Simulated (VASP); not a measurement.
# Ti (Fmmm) in VASP: single point with PBE

Aim: the single point of Ti with PBE.

Everything below comes from runs of VASP 6.6.1. Logs are shortened: lines on timing, memory, paths and dates and some standing lists are left out, and cuts for length are marked.

## 1. The cell of the first run

Symmetry: Fmmm, No. 69, orthorhombic system. The conventional cell has a = 3.955 Å, b = 4.143 Å, c = 4.731 Å, α = 90.00°, β = 90.00°, γ = 90.00°. Within 3.8 Å of Ti (site symmetry mmm) lie 12 Ti at 2.86 to 3.14 Å.

The cell was built from a structure type or drawn by symmetry, and may not be a known phase.

## 2. Single point, PBE

Input file INCAR:

```
ALGO     = Normal         # electronic algorithm
EDIFF    = 1E-6           # SCF threshold, eV
ENCUT    = 520            # plane-wave cutoff, eV
GGA      = PE             # functional
ISIF     = 2              # what is computed and relaxed
ISMEAR   = 0              # smearing method
LASPH    = True           # aspherical terms in the spheres
LCHARG   = False          # write CHGCAR
LREAL    = False          # projectors in reciprocal space
LWAVE    = False          # write WAVECAR
NBANDS   = 12             # bands
NELM     = 80             # most SCF steps
PREC     = Accurate       # precision mode
SIGMA    = 0.1            # smearing width, eV
```

Input file KPOINTS:

```
k-points
0
Gamma
  8 8 8
```

Input file POSCAR:

```
Ti
1.0
    0.0000000000      2.0713826500      2.3656551700
    1.9773518400      0.0000000000      2.3656551700
    1.9773518400      2.0713826500      0.0000000000
Ti
1
Direct
    0.5000000000      0.5000000000      0.5000000000
```

Potentials or basis: VASP PAW PBE potentials, release 64 (Ti_sv).

On the command line:

```sh
cat potpaw_PBE.64/Ti_sv/POTCAR > POTCAR
mpirun -np 1 vasp_std > vasp.out
```

OUTCAR:

```text
EDIFF = 1E-6
   ENCUT = 520
   GGA = PE
   ISIF = 2
   ISMEAR = 0
   LASPH = True
   LREAL = False
   NELM = 80
   PREC = Accurate

 ion  position               nearest neighbor table
   1  0.500  0.500  0.500-

  LATTYP: Found a face centered orthorhombic cell.
 ALAT       =     3.9547036800
 B/A-ratio  =     1.0475539093
 C/A-ratio  =     1.1963754361

  Lattice vectors:

 A1 = (   0.0000000000,   2.0713826500,   2.3656551700)
 A2 = (   1.9773518400,   0.0000000000,   2.3656551700)
 A3 = (   1.9773518400,   2.0713826500,   0.0000000000)

Analysis of symmetry for initial positions (statically):
=====================================================================
 Subroutine PRICEL returns:
 Original cell was already a primitive cell.

 Routine SETGRP: Setting up the symmetry group for a
 face centered orthorhombic supercell.

 Subroutine GETGRP returns: Found  8 space group operations
 (whereof  8 operations were pure point group operations)
 out of a pool of  8 trial point group operations.

The static configuration has the point symmetry D_2h.

Analysis of symmetry for dynamics (positions and initial velocities):
=====================================================================
 Subroutine PRICEL returns:
 Original cell was already a primitive cell.

 Routine SETGRP: Setting up the symmetry group for a
 face centered orthorhombic supercell.

 Subroutine GETGRP returns: Found  8 space group operations
 (whereof  8 operations were pure point group operations)
 out of a pool of  8 trial point group operations.

The dynamic configuration has the point symmetry D_2h.

 Subroutine INISYM returns: Found  8 space group operations
 (whereof  8 operations are pure point group operations),
 and found     1 'primitive' translations

----------------------------------------------------------------------------------------

                                     Primitive cell

  volume of cell :      19.3787

  direct lattice vectors                    reciprocal lattice vectors
     0.000000000  2.071382650  2.365655170    -0.252863446  0.241384662  0.211357939
     1.977351840  0.000000000  2.365655170     0.252863446 -0.241384662  0.211357939
     1.977351840  2.071382650  0.000000000     0.252863446  0.241384662 -0.211357939

  length of vectors
     3.144352154  3.083219856  2.863659613     0.408507840  0.408507840  0.408507840

  position of ions in fractional coordinates (direct lattice)
     0.500000000  0.500000000  0.500000000

  ion indices of the primitive-cell ions
   primitive index   ion index
                 1           1

----------------------------------------------------------------------------------------

 KPOINTS: k-points

Automatic generation of k-mesh.
 Grid dimensions read from file:
 generate k-points for:    8    8    8

 Generating k-lattice:

  Cartesian coordinates                     Fractional coordinates (reciprocal lattice)
    -0.031607931  0.030173083  0.026419742     0.125000000 -0.000000000  0.000000000
     0.031607931 -0.030173083  0.026419742    -0.000000000  0.125000000 -0.000000000
     0.031607931  0.030173083 -0.026419742     0.000000000  0.000000000  0.125000000

  Length of vectors
     0.051063480  0.051063480  0.051063480

  Shift w.r.t. Gamma in fractional coordinates (k-lattice)
     0.000000000  0.000000000  0.000000000

 Subroutine IBZKPT returns following result:
 ===========================================

 Found     95 irreducible k-points:

 Following reciprocal coordinates:
            Coordinates               Weight
  0.000000  0.000000  0.000000      1.000000
  0.125000  0.000000  0.000000      8.000000
  0.250000  0.000000  0.000000      8.000000
  0.375000  0.000000  0.000000      8.000000
  0.500000  0.000000  0.000000      4.000000
  0.125000  0.125000  0.000000      2.000000
[... 16 lines left out ...]
  0.250000  0.000000  0.125000      8.000000
  0.375000  0.000000  0.125000      8.000000
 [... further k-points ...]
   k-points           NKPTS =     95   k-points in BZ     NKDIM =     95   number of bands    NBANDS=     12
   number of dos      NEDOS =    301   number of ions     NIONS =      1
   total plane-waves  NPLWV =  13824
   dimension x,y,z NGX =    24 NGY =   24 NGZ =   24
   dimension x,y,z NGXF=    48 NGYF=   48 NGZF=   48
   ions per type =               1
   NGX,Y,Z   is equivalent  to a cutoff of  12.69, 12.94, 13.93 a.u.
   NGXF,Y,Z  is equivalent  to a cutoff of  25.38, 25.88, 27.87 a.u.
 SYSTEM =  unknown system
   PREC   = accura    normal or accurate (medium, high low for compatibility)
   ISTART =      0    job   : 0-new  1-cont  2-samecut
   ICHARG =      2    charge: 1-file 2-atom 10-const
   ISPIN  =      1    spin polarized calculation?
   LNONCOLLINEAR =      F non collinear calculations
   LSORBIT =      F    spin-orbit coupling
   LASPH  =      T    aspherical Exc in radial PAW
   ENCUT  =  520.0 eV  38.22 Ry    6.18 a.u.   5.85  5.73  5.32*2*pi/ulx,y,z
   NELM   =     80;   NELMIN=  2; NELMDL= -5     # of ELM steps
   EDIFF  = 0.1E-05   stopping-criterion for ELM
   LREAL  =      F    real-space projection
   EDIFFG = 0.1E-04   stopping-criterion for IOM
   NSW    =      0    number of steps for IOM
   IBRION =     -1    ionic relax: 0-MD 1-quasi-New 2-CG
   NFREE  =      0    steps in history (QN), initial steepest desc. (CG)
   ISIF   =      2    stress and relaxation
   ISYM   =      2    0-nonsym 1-usesym 2-fastsym
   POTIM  = 0.5000    time-step for ionic-motion
   TEBEG  =    0.0;   TEEND  =   0.0 temperature during run
   PSTRESS=    0.0 pullay stress
   NELECT =      12.0000    total number of electrons
   NUPDOWN=      -1.0000    fix difference up-down
   EMIN   =  10.00;   EMAX   =-10.00  energy-range for DOS
   EFERMI =   0.00;   METHOD = LEGACY
   ISMEAR =     0;   SIGMA  =   0.10  broadening in eV -4-tet -1-fermi 0-gaus
   EFERMI_NEDOS =   21; number of points for ismear=-14 and -15
   IALGO  =     38    algorithm
   IMIX   =      4    mixing-type and parameters
     AMIX     =   0.40;   BMIX     =  1.00
     AMIX_MAG =   1.60;   BMIX_MAG =  1.00
  volume/ion in A,a.u.               =      19.38       130.77
  Fermi-wavevector in a.u.,A,eV,Ry     =   1.395383  2.636891 26.491807  1.947093
  Thomas-Fermi vector in A             =   2.518840
   LORBIT       =      0    0 simple, 1 ext, 2 COOP (PROOUT), +10 PAW based schemes
   GGA     = PE    functional components
   LHFCALC =     F    Hartree Fock is set to
   AEXX    =    0.0000 exact exchange contribution
   IVDW    =     0    specifies the selected vdW correction
   LEPSILON=     F    determine dielectric tensor
   LRPA    =     F    only Hartree local field effects (RPA)
 non-spin polarized calculation
 Gauss-broadening in eV      SIGMA  =   0.10
  energy-cutoff  :      520.00
  volume of cell :       19.38
 maximum number of plane-waves:       534
   NGX = 11   NGY = 11   NGZ = 11

 number of electron      12.0000003 magnetization

 Free energy of the ion-electron system (eV)
  ---------------------------------------------------
  ext. energy  EPLUGINS =         0.00000000
  ---------------------------------------------------
  free energy    TOTEN  =        -7.68191281 eV

  energy without entropy =       -7.67096730  energy(sigma->0) =       -7.67644005

 E-fermi :   7.0397     XC(G=0): -10.9929

 val. band max:        7.0217104081   @ k =  -0.2500   0.0000   0.1250
 cond. band min:       7.0402204125   @ k =   0.5000   0.2500   0.1250
 fundamental gap:      0.0185100044
 Fermi energy:         7.0397055259

 k-point     1 :       0.0000    0.0000    0.0000
  band No.  band energies     occupation
      1     -49.8268      2.00000
      2     -25.8075      2.00000
      3     -25.7746      2.00000
      4     -25.7647      2.00000
      5       1.3010      2.00000
      6       7.1921      0.03120
      7       8.2419      0.00000
      8       8.4828      0.00000
      9       8.5020      0.00000
     10       9.8394      0.00000
     11      22.1248      0.00000
     12      23.7924      0.00000

 k-point     2 :       0.1250    0.0000    0.0000
  band No.  band energies     occupation
      1     -49.8149      2.00000
      2     -25.8541      2.00000
      3     -25.8119      2.00000
      4     -25.7712      2.00000
      5       1.7554      2.00000
      6       7.2703      0.00111
      7       8.0623      0.00000
      8       8.5196      0.00000
      9       8.5945      0.00000
     10       9.6885      0.00000
     11      21.9383      0.00000
     12      23.0569      0.00000

 k-point     3 :       0.2500    0.0000    0.0000
  band No.  band energies     occupation
      1     -49.7859      2.00000
      2     -26.0281      2.00000
      3     -25.8486      2.00000
      4     -25.7757      2.00000
      5       2.9674      2.00000
      6       7.2033      0.02069
      7       7.5871      0.00000
      8       8.6870      0.00000
      9       9.1260      0.00000
     10       9.5335      0.00000
     11      19.0004      0.00000
     12      22.0394      0.00000

 k-point     4 :       0.3750    0.0000    0.0000
  band No.  band energies     occupation
      1     -49.7567      2.00000
      2     -26.2015      2.00000
      3     -25.8823      2.00000
      4     -25.7797      2.00000
      5       4.3087      2.00000
      6       7.1338      0.18313
      7       7.3914      0.00000
      8       8.5208      0.00000
      9       9.7987      0.00000
     10       9.9617      0.00000
     11      15.8119      0.00000
     12      20.7185      0.00000

 k-point     5 :       0.5000    0.0000    0.0000
  band No.  band energies     occupation
      1     -49.7446      2.00000
      2     -26.2724      2.00000
      3     -25.8961      2.00000
      4     -25.7813      2.00000
      5       4.7742      2.00000
      6       7.2497      0.00298
      7       7.5927      0.00000
      8       8.4003      0.00000
      9       9.9887      0.00000
     10      10.3624      0.00000
     11      14.2809      0.00000
     12      20.1328      0.00000
[... 228 lines left out ...]
      1     -49.7577      2.00000
      2     -26.1895      2.00000
      3     -25.8792      2.00000
      4     -25.8464      2.00000
      5       4.7494      2.00000
      6       5.8005      2.00000
      7       7.9768      0.00000
      8      10.2745      0.00000
      9      10.2970      0.00000
     10      10.4226      0.00000
     11      14.7202      0.00000
     12      19.5144      0.00000

 k-point    22 :       0.1250    0.0000    0.1250
  band No.  band energies     occupation
      1     -49.8087      2.00000
      2     -25.8416      2.00000
      3     -25.8192      2.00000
      4     -25.8182      2.00000
      5       1.9336      2.00000
      6       7.5640      0.00000
      7       7.8077      0.00000
      8       8.5785      0.00000
      9       8.6133      0.00000
     10       9.4836      0.00000
     11      22.3198      0.00000
     12      23.3690      0.00000

 k-point    23 :       0.2500    0.0000    0.1250
  band No.  band energies     occupation
      1     -49.7838      2.00000
      2     -25.9941      2.00000
      3     -25.8430      2.00000
      4     -25.8225      2.00000
      5       2.9148      2.00000
      6       7.2527      0.00259
      7       7.8452      0.00000
      8       8.6183      0.00000
      9       8.8728      0.00000
     10       9.4301      0.00000
     11      20.3046      0.00000
     12      22.3625      0.00000

 k-point    24 :       0.3750    0.0000    0.1250
  band No.  band energies     occupation
      1     -49.7547      2.00000
      2     -26.1645      2.00000
      3     -25.8757      2.00000
      4     -25.8300      2.00000
      5       4.2949      2.00000
      6       6.8313      1.99679
      7       7.6090      0.00000
      8       8.4072      0.00000
      9       9.7749      0.00000
     10       9.9403      0.00000
     11      16.8659      0.00000
     12      21.0687      0.00000

 [... further k-points ...]

------------------------ aborting loop because EDIFF is reached ----------------------------------------

  FORCE on cell =-STRESS in cart. coord.  units (eV):
  Direction    XX          YY          ZZ          XY          YZ          ZX
  --------------------------------------------------------------------------------------
  -------------------------------------------------------------------------------------
  Total       -0.9887763     -0.9585546     -1.6416873     -0.0000000      0.0000000      0.0000000
  in kB      -81.7490905    -79.2504500   -135.7298243     -0.0000000      0.0000000      0.0000000
  external PRESSURE =     -98.9097883 kB  Pullay stress =       0.0000000 kB

 VOLUME and BASIS-vectors are now :
 -----------------------------------------------------------------------------
  energy-cutoff  :      520.00
  volume of cell :       19.38
      direct lattice vectors                 reciprocal lattice vectors
     0.000000000  2.071382650  2.365655170    -0.252863446  0.241384662  0.211357939
     1.977351840  0.000000000  2.365655170     0.252863446 -0.241384662  0.211357939
     1.977351840  2.071382650  0.000000000     0.252863446  0.241384662 -0.211357939

 POSITION                                       TOTAL-FORCE (eV/Angst)
 -----------------------------------------------------------------------------------
      1.97735      2.07138      2.36566         0.000000     -0.000000      0.000000
 -----------------------------------------------------------------------------------
    total drift:                               -0.000000     -0.000000      0.000000

  FREE ENERGIE OF THE ION-ELECTRON SYSTEM (eV)
  ---------------------------------------------------
  free  energy   TOTEN  =        -7.6819128079 eV

  energy  without entropy=       -7.6709672970  energy(sigma->0) =       -7.67644005
```

Run time: 59 s. Hardware: 1 thread of AMD EPYC 7R13, shared host; peak memory 0.12 GiB.

Results:

```yaml
Free_energy: -7.6819 eV
Pressure: -9.9 GPa
Band_gap_on_the_k_mesh: zero (bands 6 and 7 overlap by 1.05 eV)
```

Levels at points of the mesh, in eV from the Fermi level:
```csv
k point,band 2,band 3,band 4,band 5,band 6,band 7,band 8,band 9,band 10,band 11
"(0.00, 0.00, 0.00)",-32.85,-32.81,-32.80,-5.74,0.15,1.20,1.44,1.46,2.80,15.09
"(0.50, 0.00, 0.00)",-33.31,-32.94,-32.82,-2.27,0.21,0.55,1.36,2.95,3.32,7.24
"(0.50, 0.50, 0.00)",-33.23,-32.92,-32.89,-2.29,-1.24,0.94,3.23,3.26,3.38,7.68
"(0.50, 0.00, 0.50)",-33.29,-33.11,-32.93,-2.14,-1.23,2.83,2.93,2.99,3.84,9.87
"(0.00, 0.50, 0.50)",-33.28,-33.13,-32.97,-2.10,-1.42,2.94,3.05,3.79,3.87,9.58
```

Caveat: the cell stands under tension.
